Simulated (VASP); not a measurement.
# C (C2/m) in VASP: single point with r2SCAN

Aim: the single point of C with r2SCAN.

Program: VASP 6.6.1. These are calculated values, not measurements. Logs are shortened: lines on timing, memory, paths and dates and some standing lists are left out, and cuts for length are marked.

### Step 1. The cell of the first run

The structure is monoclinic, space group C2/m (No. 12). Conventional cell: a = 4.255 Å, b = 2.457 Å, c = 3.765 Å, α = 90.00°, β = 111.49°, γ = 90.00°. Within 1.9 Å of C (site symmetry m) lie 3 C at 1.42 Å.

### Step 2. Single point, r2SCAN

File POSCAR:

```
C
1.0
    2.1273200000     -1.2282800000      0.0000000000
    2.1273200000      1.2282800000      0.0000000000
   -1.3790700000      0.0000000000      3.5028300000
C
2
Direct
    0.8333600000      0.8333600000      0.0000900000
    0.1666400000      0.1666400000      0.9999100000
```

File INCAR.step1:

```
SYSTEM = C
ALGO = Normal
EDIFF = 1E-4
ENCUT = 520
GGA = PE
ISMEAR = 0
LASPH = .TRUE.
LCHARG = .FALSE.
LREAL = .FALSE.
LWAVE = .TRUE.
NBANDS = 11
NELM = 100
PREC = Accurate
SIGMA = 0.15
```

File INCAR.step2:

```
SYSTEM = C
ALGO = Normal
EDIFF = 1E-6
ENCUT = 520
ISIF = 2
ISMEAR = 0
ISTART = 1
LASPH = .TRUE.
LCHARG = .FALSE.
LMIXTAU = .TRUE.
LREAL = .FALSE.
LWAVE = .FALSE.
METAGGA = R2SCAN
NBANDS = 11
NELM = 100
PREC = Accurate
SIGMA = 0.15
```

File KPOINTS:

```
k-points
0
G
  13 13 8
  0 0 0
```

Potentials or basis: VASP PAW PBE potentials, release 64 (C).

The run is started by

```bash
> cat potpaw_PBE.64/C/POTCAR > POTCAR
> cp INCAR.step1 INCAR
> mpirun -np 1 vasp_std > vasp.out
> cp INCAR.step2 INCAR
> mpirun -np 1 vasp_std > vasp.out
```

OUTCAR:

```text
SYSTEM = C
   EDIFF = 1E-6
   ENCUT = 520
   ISIF = 2
   ISMEAR = 0
   ISTART = 1
   LASPH = .TRUE.
   LREAL = .FALSE.
   METAGGA = R2SCAN
   NELM = 100
   PREC = Accurate

 ion  position               nearest neighbor table
   1  0.833  0.833  0.000-   2 1.42   2 1.42   2 1.42
   2  0.167  0.167  1.000-   1 1.42   1 1.42   1 1.42

  LATTYP: Found a base centered monoclinic cell.
 ALAT       =     4.2546400000
 B/A-ratio  =     0.5773837504
 C/A-ratio  =     0.8848047021
 COS(beta)  =    -0.3663330234

  Lattice vectors:

 A1 = (   2.1273200000,  -1.2282800000,   0.0000000000)
 A2 = (   2.1273200000,   1.2282800000,   0.0000000000)
 A3 = (  -1.3790700000,   0.0000000000,   3.5028300000)

Analysis of symmetry for initial positions (statically):
=====================================================================
 Subroutine PRICEL returns:
 Original cell was already a primitive cell.

 Routine SETGRP: Setting up the symmetry group for a
 base centered monoclinic supercell.

 Subroutine GETGRP returns: Found  4 space group operations
 (whereof  4 operations were pure point group operations)
 out of a pool of  4 trial point group operations.

The static configuration has the point symmetry C_2h.

Analysis of symmetry for dynamics (positions and initial velocities):
=====================================================================
 Subroutine PRICEL returns:
 Original cell was already a primitive cell.

 Routine SETGRP: Setting up the symmetry group for a
 base centered monoclinic supercell.

 Subroutine GETGRP returns: Found  4 space group operations
 (whereof  4 operations were pure point group operations)
 out of a pool of  4 trial point group operations.

The dynamic configuration has the point symmetry C_2h.

 Subroutine INISYM returns: Found  4 space group operations
 (whereof  4 operations are pure point group operations),
 and found     1 'primitive' translations

----------------------------------------------------------------------------------------

                                     Primitive cell

  volume of cell :      18.3054

  direct lattice vectors                    reciprocal lattice vectors
     2.127320000 -1.228280000  0.000000000     0.235037512 -0.407073306  0.092534660
     2.127320000  1.228280000  0.000000000     0.235037512  0.407073306  0.092534660
    -1.379070000  0.000000000  3.502830000     0.000000000  0.000000000  0.285483452

  length of vectors
     2.456453163  2.456453163  3.764525478     0.479076165  0.479076165  0.285483452

[... 83 lines left out ...]
   NSW    =      0    number of steps for IOM
   IBRION =     -1    ionic relax: 0-MD 1-quasi-New 2-CG
   NFREE  =      0    steps in history (QN), initial steepest desc. (CG)
   ISIF   =      2    stress and relaxation
   ISYM   =      2    0-nonsym 1-usesym 2-fastsym
   POTIM  = 0.5000    time-step for ionic-motion
   TEBEG  =    0.0;   TEEND  =   0.0 temperature during run
   PSTRESS=    0.0 pullay stress
   NELECT =       8.0000    total number of electrons
   NUPDOWN=      -1.0000    fix difference up-down
   EMIN   =  10.00;   EMAX   =-10.00  energy-range for DOS
   EFERMI =   0.00;   METHOD = LEGACY
   ISMEAR =     0;   SIGMA  =   0.15  broadening in eV -4-tet -1-fermi 0-gaus
   EFERMI_NEDOS =   21; number of points for ismear=-14 and -15
   IALGO  =     38    algorithm
   IMIX   =      4    mixing-type and parameters
     AMIX     =   0.40;   BMIX     =  1.00
     AMIX_MAG =   1.60;   BMIX_MAG =  1.00
  volume/ion in A,a.u.               =       9.15        61.77
  Fermi-wavevector in a.u.,A,eV,Ry     =   1.242353  2.347707 20.999795  1.543441
  Thomas-Fermi vector in A             =   2.376711
   LORBIT       =      0    0 simple, 1 ext, 2 COOP (PROOUT), +10 PAW based schemes
   METAGGA = R2SCAN    functional components
   LHFCALC =     F    Hartree Fock is set to
   AEXX    =    0.0000 exact exchange contribution
   IVDW    =     0    specifies the selected vdW correction
   LEPSILON=     F    determine dielectric tensor
   LRPA    =     F    only Hartree local field effects (RPA)
 non-spin polarized calculation
 Gauss-broadening in eV      SIGMA  =   0.15
  energy-cutoff  :      520.00
  volume of cell :       18.31
 maximum number of plane-waves:       506
   NGX =  9   NGY =  9   NGZ = 13

 number of electron       8.0000000 magnetization

 Free energy of the ion-electron system (eV)
  ---------------------------------------------------
  ext. energy  EPLUGINS =         0.00000000
  ---------------------------------------------------
  free energy    TOTEN  =       -19.87765063 eV

  energy without entropy =      -19.87765062  energy(sigma->0) =      -19.87765063

 E-fermi :   4.3838     XC(G=0): -10.8335

 val. band max:        3.9005161516   @ k =  -0.3077   0.3077   0.0000
 cond. band min:       4.8908682850   @ k =  -0.3077   0.3846   0.3750
 fundamental gap:      0.9903521334
 Fermi energy:         4.3837949291

 k-point     1 :       0.0000    0.0000    0.0000
  band No.  band energies     occupation
      1     -16.6238      2.00000
      2      -2.9468      2.00000
      3       1.1121      2.00000
      4       1.1142      2.00000
      5       8.3805      0.00000
      6      13.0620      0.00000
      7      13.0662      0.00000
      8      16.7479      0.00000
      9      17.6396      0.00000
     10      28.3820      0.00000
     11      29.7465      0.00000
[... 309 lines left out ...]
 k-point    24 :       0.4615    0.1538   -0.0000
  band No.  band energies     occupation
      1     -12.5015      2.00000
      2      -7.1532      2.00000
      3      -3.7993      2.00000
      4       1.0108      2.00000
      5       8.0237      0.00000
      6      14.4292      0.00000
      7      14.9628      0.00000
      8      18.4951      0.00000
      9      19.9704      0.00000
     10      23.4752      0.00000
     11      28.0197      0.00000

 [... further k-points ...]
[... 5 lines left out ...]
  --------------------------------------------------------------------------------------
  -------------------------------------------------------------------------------------
  Total        0.0795708      0.0695396      0.0215200      0.0000000      0.0000000     -0.0038936
  in kB        6.9644243      6.0864394      1.8835387      0.0000000      0.0000000     -0.3407828
  external PRESSURE =       4.9781341 kB  Pullay stress =       0.0000000 kB

 VOLUME and BASIS-vectors are now :
 -----------------------------------------------------------------------------
  energy-cutoff  :      520.00
  volume of cell :       18.31
      direct lattice vectors                 reciprocal lattice vectors
     2.127320000 -1.228280000  0.000000000     0.235037512 -0.407073306  0.092534660
     2.127320000  1.228280000  0.000000000     0.235037512  0.407073306  0.092534660
    -1.379070000  0.000000000  3.502830000     0.000000000  0.000000000  0.285483452

 POSITION                                       TOTAL-FORCE (eV/Angst)
 -----------------------------------------------------------------------------------
      3.54552      0.00000      0.00032        -0.000384      0.000000     -0.009872
     -0.66995      0.00000      3.50251         0.000384      0.000000      0.009872
 -----------------------------------------------------------------------------------
    total drift:                                0.000000      0.000000     -0.000000

  FREE ENERGIE OF THE ION-ELECTRON SYSTEM (eV)
  ---------------------------------------------------
  free  energy   TOTEN  =       -19.8776506336 eV

  energy  without entropy=      -19.8776506214  energy(sigma->0) =      -19.87765063
```

OUTCAR.step1:

```text
SYSTEM = C
   EDIFF = 1E-4
   ENCUT = 520
   GGA = PE
   ISMEAR = 0
   LASPH = .TRUE.
[... 559 lines left out ...]
 -----------------------------------------------------------------------------------
      3.54552      0.00000      0.00032        -0.000347      0.000000     -0.003372
     -0.66995      0.00000      3.50251         0.000347      0.000000      0.003372
 -----------------------------------------------------------------------------------
    total drift:                                0.000000      0.000000     -0.000000

  FREE ENERGIE OF THE ION-ELECTRON SYSTEM (eV)
  ---------------------------------------------------
  free  energy   TOTEN  =       -18.4345787974 eV

  energy  without entropy=      -18.4345787505  energy(sigma->0) =      -18.43457877
```

OSZICAR.step1:

```text
N       E                     dE             d eps       ncg     rms          rms(c)
DAV:   1     0.865285218474E+00    0.86529E+00   -0.40985E+03  8306   0.646E+02
DAV:   2    -0.192182585285E+02   -0.20084E+02   -0.19352E+02 10887   0.119E+02
DAV:   3    -0.196718451264E+02   -0.45359E+00   -0.45275E+00 10197   0.147E+01
DAV:   4    -0.196736425924E+02   -0.17975E-02   -0.17973E-02  9643   0.114E+00
DAV:   5    -0.196736505827E+02   -0.79903E-05   -0.79902E-05 10417   0.680E-02    0.640E+00
DAV:   6    -0.187323081991E+02    0.94134E+00   -0.78744E-01  9569   0.516E+00    0.373E+00
DAV:   7    -0.184304988756E+02    0.30181E+00   -0.90851E-01  9850   0.558E+00    0.106E+00
DAV:   8    -0.184347642778E+02   -0.42654E-02   -0.22749E-02  9120   0.951E-01    0.131E-01
DAV:   9    -0.184344938402E+02    0.27044E-03   -0.65064E-04  9976   0.161E-01    0.617E-02
DAV:  10    -0.184345787974E+02   -0.84957E-04   -0.18467E-04  9271   0.931E-02
   1 F= -.18434579E+02 E0= -.18434579E+02  d E =-.469297E-07
```

It took 90 s on 1 thread of Intel Xeon 6975P-C (Granite Rapids), shared host; peak memory 0.16 GiB.

Results:

```
Free energy   : -19.8777 eV
Pressure      : 0.5 GPa
Largest force : 0.010 eV/Å
```

Forces on the atoms (eV/Å):
```
C    0.000  0.000 -0.010
C    0.000  0.000  0.010
```

Caveat: the PAW data sets were made with another functional, which shifts forces and pressure a little.
